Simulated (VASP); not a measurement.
# B (I4_1/amd) in VASP: a series of runs

The runs below take B through relaxation of cell and atoms, relaxation of shape and atoms at fixed volume, with PBE.

Everything below comes from runs of VASP 6.6.1. Logs are shortened: lines on timing, memory, paths and dates and some standing lists are left out, and cuts for length are marked.

### Step 1. The cell of the first run

It takes space group I4_1/amd (No. 141, tetragonal). Conventional cell: a = 3.652 Å, b = 3.652 Å, c = 2.008 Å, α = 90.00°, β = 90.00°, γ = 90.00°. Within 2.5 Å of B (site symmetry -4m2) lie 10 B at 1.89 to 2.37 Å.

### Step 2. Relaxation of cell and atoms, PBE

The input, INCAR:

```
SYSTEM = B
PREC     = Accurate       ! precision mode
ENCUT    = 600            ! plane-wave cutoff, eV
EDIFF    = 1E-6           ! SCF threshold, eV
ISMEAR   = -1             ! smearing method
SIGMA    = 0.05           ! smearing width, eV
LREAL    = .False.        ! projectors in reciprocal space
LASPH    = .True.         ! aspherical terms in the spheres
NELM     = 80             ! most SCF steps
ALGO     = Normal         ! electronic algorithm
ISIF     = 3              ! what is computed and relaxed
LWAVE    = .False.        ! write WAVECAR
LCHARG   = .False.        ! write CHGCAR
GGA      = PE             ! functional
IBRION   = 2              ! ionic algorithm
NSW      = 60             ! ionic steps
EDIFFG   = -0.005         ! ionic threshold
```

The input, KPOINTS:

```
regular mesh
0
Gamma
  21 21 21
  0 0 0
```

The input, POSCAR:

```
B
1.0
   -1.8257976008      1.8257976008      1.0041886805
    1.8257976008     -1.8257976008      1.0041886805
    1.8257976008      1.8257976008     -1.0041886805
B
2
Direct
   -0.3750000000     -0.1250000000     -0.2500000000
    0.3750000000      0.1250000000      0.2500000000
```

Potentials or basis: VASP PAW PBE potentials, release 64 (B).

Run with:

```console
> cat potpaw_PBE.64/B/POTCAR > POTCAR
> mpirun -np 1 vasp_std > vasp.out
```

OUTCAR:

```text
SYSTEM = B
   PREC = Accurate
   ENCUT = 600
   EDIFF = 1E-6
   ISMEAR = -1
   LREAL = .False.
   LASPH = .True.
   NELM = 80
   ISIF = 3
   GGA = PE
   IBRION = 2
   NSW = 60
   EDIFFG = -0.005

 ion  position               nearest neighbor table
   1  0.625  0.875  0.750-   2 1.89   2 1.89   2 1.89   2 1.89
   2  0.375  0.125  0.250-   1 1.89   1 1.89   1 1.89   1 1.89

  LATTYP: Found a body centered tetragonal cell.
 ALAT       =     3.6515952016
 C/A-ratio  =     0.5500000000

  Lattice vectors:

 A1 = (  -1.8257976008,   1.8257976008,   1.0041886805)
 A2 = (   1.8257976008,  -1.8257976008,   1.0041886805)
 A3 = (   1.8257976008,   1.8257976008,  -1.0041886805)

Analysis of symmetry for initial positions (statically):
=====================================================================
 Subroutine PRICEL returns:
 Original cell was already a primitive cell.

 Routine SETGRP: Setting up the symmetry group for a
 body centered tetragonal supercell.

 Subroutine GETGRP returns: Found 16 space group operations
 (whereof  4 operations were pure point group operations)
 out of a pool of 16 trial point group operations.

The static configuration has the point symmetry C_2h.
 The point group associated with its full space group is D_4h.

Analysis of symmetry for dynamics (positions and initial velocities):
=====================================================================
 Subroutine PRICEL returns:
 Original cell was already a primitive cell.

 Routine SETGRP: Setting up the symmetry group for a
 body centered tetragonal supercell.

 Subroutine GETGRP returns: Found 16 space group operations
 (whereof  4 operations were pure point group operations)
 out of a pool of 16 trial point group operations.

The dynamic configuration has the point symmetry C_2h.
 The point group associated with its full space group is D_4h.

 Subroutine INISYM returns: Found 16 space group operations
 (whereof  4 operations are pure point group operations),
 and found     1 'primitive' translations

----------------------------------------------------------------------------------------

[... 108 lines left out ...]
   EFERMI_NEDOS =   21; number of points for ismear=-14 and -15
   IALGO  =     38    algorithm
   IMIX   =      4    mixing-type and parameters
     AMIX     =   0.40;   BMIX     =  1.00
     AMIX_MAG =   1.60;   BMIX_MAG =  1.00
  volume/ion in A,a.u.               =       6.70        45.18
  Fermi-wavevector in a.u.,A,eV,Ry     =   1.252752  2.367358 21.352809  1.569387
  Thomas-Fermi vector in A             =   2.386637
   LORBIT       =      0    0 simple, 1 ext, 2 COOP (PROOUT), +10 PAW based schemes
   GGA     = PE    functional components
   LHFCALC =     F    Hartree Fock is set to
   AEXX    =    0.0000 exact exchange contribution
   IVDW    =     0    specifies the selected vdW correction
   LEPSILON=     F    determine dielectric tensor
   LRPA    =     F    only Hartree local field effects (RPA)
 conjugate gradient relaxation of ions
 non-spin polarized calculation
  energy-cutoff  :      600.00
  volume of cell :       13.39
 maximum number of plane-waves:       463
   NGX = 11   NGY = 11   NGZ = 11

--------------------------------------- Ionic step        1  -------------------------------------------

 number of electron       6.0000000 magnetization

 Free energy of the ion-electron system (eV)
  ---------------------------------------------------
  ext. energy  EPLUGINS =         0.00000000
  ---------------------------------------------------
  free energy    TOTEN  =       -10.66184957 eV

  energy without entropy =      -10.65441901  energy(sigma->0) =      -10.65813429

------------------------ aborting loop because EDIFF is reached ----------------------------------------

  FORCE on cell =-STRESS in cart. coord.  units (eV):
  Direction    XX          YY          ZZ          XY          YZ          ZX
  --------------------------------------------------------------------------------------
  -------------------------------------------------------------------------------------
  Total        0.9138920      0.9138920     -1.4383205     -0.0000000     -0.0000000     -0.0000000
  in kB      109.3515397    109.3515397   -172.1018996     -0.0000000     -0.0000000     -0.0000000
  external PRESSURE =      15.5337266 kB  Pullay stress =       0.0000000 kB
[... 89 lines left out ...]
  FREE ENERGIE OF THE ION-ELECTRON SYSTEM (eV)
  ---------------------------------------------------
  free  energy   TOTEN  =       -11.1395728576 eV

  energy  without entropy=      -11.1353645253  energy(sigma->0) =      -11.13746869

[... ionic steps 4 to 18 ...]

--------------------------------------- Ionic step       19  -------------------------------------------

 number of electron       6.0000001 magnetization

------------------------ aborting loop because EDIFF is reached ----------------------------------------
[... 67 lines left out ...]
--------------------------------------- Ionic step       21  -------------------------------------------

 number of electron       6.0000001 magnetization

 Free energy of the ion-electron system (eV)
  ---------------------------------------------------
  ext. energy  EPLUGINS =         0.00000000
  ---------------------------------------------------
  free energy    TOTEN  =       -11.47812016 eV

  energy without entropy =      -11.47430121  energy(sigma->0) =      -11.47621068

 E-fermi :   6.0549     XC(G=0): -11.4485

 val. band max:        6.0526311866   @ k =   0.4762   0.3333   0.0952
 cond. band min:       6.0558106826   @ k =  -0.3333  -0.3333   0.0952
 fundamental gap:      0.0031794961
 Fermi energy:         6.0548691515

 k-point     1 :       0.0000    0.0000    0.0000
  band No.  band energies     occupation
      1      -8.8894      2.00000
      2       1.6096      2.00000
      3       1.6096      2.00000
      4       2.5395      2.00000
      5      11.1050      0.00000
      6      11.4777      0.00000
      7      11.4777      0.00000
[... 221 lines left out ...]
 k-point    24 :      -0.3810    0.0476    0.0000
  band No.  band energies     occupation
      1      -3.3319      2.00000
      2       1.7631      2.00000
      3       6.1954      0.11351
      4      10.2417      0.00000
      5      10.9936      0.00000
      6      15.4952      0.00000
      7      16.8834      0.00000

 [... further k-points ...]
[... 5 lines left out ...]
  --------------------------------------------------------------------------------------
  -------------------------------------------------------------------------------------
  Total       -0.0005543     -0.0005543      0.0011941     -0.0000000      0.0000000      0.0000000
  in kB       -0.0556322     -0.0556322      0.1198499     -0.0000000      0.0000000      0.0000000
  external PRESSURE =       0.0028619 kB  Pullay stress =       0.0000000 kB
[... 17 lines left out ...]
  FREE ENERGIE OF THE ION-ELECTRON SYSTEM (eV)
  ---------------------------------------------------
  free  energy   TOTEN  =       -11.4781201589 eV

  energy  without entropy=      -11.4743012081  energy(sigma->0) =      -11.47621068

 reached required accuracy - stopping structural energy minimisation
```

OSZICAR:

```text
N       E                     dE             d eps       ncg     rms          rms(c)
DAV:   1     0.284060929735E+00    0.28406E+00   -0.32995E+03 10325   0.858E+02
DAV:   2    -0.106149795578E+02   -0.10899E+02   -0.10266E+02 14427   0.955E+01
DAV:   3    -0.106817576229E+02   -0.66778E-01   -0.66175E-01 11802   0.834E+00
[... 137 lines left out ...]
       N       E                     dE             d eps       ncg     rms          rms(c)
DAV:   1    -0.114781445429E+02   -0.31821E-04   -0.11514E-03 11172   0.274E-01    0.268E-02
DAV:   2    -0.114781270093E+02    0.17534E-04   -0.21390E-05 12957   0.401E-02    0.142E-02
DAV:   3    -0.114781201717E+02    0.68377E-05   -0.18008E-05 11620   0.284E-02    0.109E-03
DAV:   4    -0.114781201589E+02    0.12734E-07   -0.81150E-08  5838   0.335E-03
  21 F= -.11478120E+02 E0= -.11476211E+02  d E =-.335143E-04
```

CONTCAR:

```text
B
   1.00000000000000
    -2.2358269669766035    2.2358269669766035    0.7983055793346217
     2.2358269669766035   -2.2358269669766035    0.7983055793346217
     2.2358269669766035    2.2358269669766035   -0.7983055793346217
  B
     2
Direct
     0.6250000000000000    0.8750000000000000    0.7500000000000000
     0.3750000000000000    0.1250000000000000    0.2500000000000000

  0.00000000E+00  0.00000000E+00  0.00000000E+00
  0.00000000E+00  0.00000000E+00  0.00000000E+00
```

Wall time 12 min (1 thread of Intel Xeon 8259CL, shared host); peak memory 0.2 GiB.

Results:

```yaml
Free_energy: -11.4781 eV
Relaxed_volume: 7.98 Å³/atom
Relaxed_cell: a = 3.261 Å, b = 3.261 Å, c = 3.261 Å, α = 93.44°, β = 93.44°, γ = 151.66°
Space_group_after_relaxing_to_0.1_Å: I4_1/amd (No. 141)
Pressure_after_relaxing: 0.0 GPa
Band_gap_on_the_k_mesh: zero (bands 3 and 4 overlap by 12.80 eV)
```

Final structure:
```yaml
crystal:
  lattice:
    - [-2.23583, 2.23583, 0.79831]
    - [2.23583, -2.23583, 0.79831]
    - [2.23583, 2.23583, -0.79831]
  atoms:
    - { symbol: B, position: [0.62500, 0.87500, 0.75000] }
    - { symbol: B, position: [0.37500, 0.12500, 0.25000] }
```

Caveat: the volume moved by over 15 % at a fixed basis, so the end points are rough.

(Part 1 of 2 ends here.)

The gap in the log of VASP goes by the Fermi energy; the results here count the filled bands.